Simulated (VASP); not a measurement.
Write the native input for VASP 6.6.1 that does the following.

```yaml
Task: single point
Functional: PBEsol
Potentials_or_basis: VASP PAW PBE potentials, release 64 (Be)
Cutoff: 520 eV
k_mesh: 26 × 26 × 26
Occupations: gaussian, width 0.15 eV
Spin: no spin polarisation
Dipole_correction: no
Further_INCAR_settings: ALGO = Normal; EDIFF = 1e-07; NBANDS = 7
```

The structure of Be lies in POSCAR:

```
Be
1.0
   -1.2531209513      1.2531209513      1.2155273228
    1.2531209513     -1.2531209513      1.2155273228
    1.2531209513      1.2531209513     -1.2155273228
Be
1
Direct
    0.0000000000      0.0000000000      0.0000000000
```

This cell differs from its parent crystal: strain +0.000 along x and y, -0.030 along z.

These files were run (other wordings do the same):

INCAR

```
SYSTEM = Be
PREC = Accurate
ENCUT = 520
EDIFF = 1E-7
ISMEAR = 0
SIGMA = 0.15
LREAL = .False.
LASPH = .True.
NELM = 100
ALGO = Normal
ISIF = 2
LWAVE = .False.
LCHARG = .False.
GGA = PS
NBANDS = 7
```

KPOINTS

```
Automatic mesh
0
Gamma
  26 26 26
  0 0 0
```

Potentials or basis: VASP PAW PBE potentials, release 64 (Be).

Run with:

```sh
$ cat potpaw_PBE.64/Be/POTCAR > POTCAR
$ mpirun -np 1 vasp_std > vasp.out
```

Results of the run:

```json
{
 "Pressure": "2.3 GPa",
 "Band gap on the k mesh": "zero (bands 1 and 2 overlap by 4.91 eV)"
}
```

Caveat: the cell differs from its parent crystal (strain +0.000 along x and y, -0.030 along z); the PAW data sets were made with another functional, which shifts forces and pressure a little.

Wall time 9.7 s on 1 thread of Intel(R) Xeon(R) 6975P-C (Granite Rapids), with other jobs on the host, peak memory 0.16 GiB.
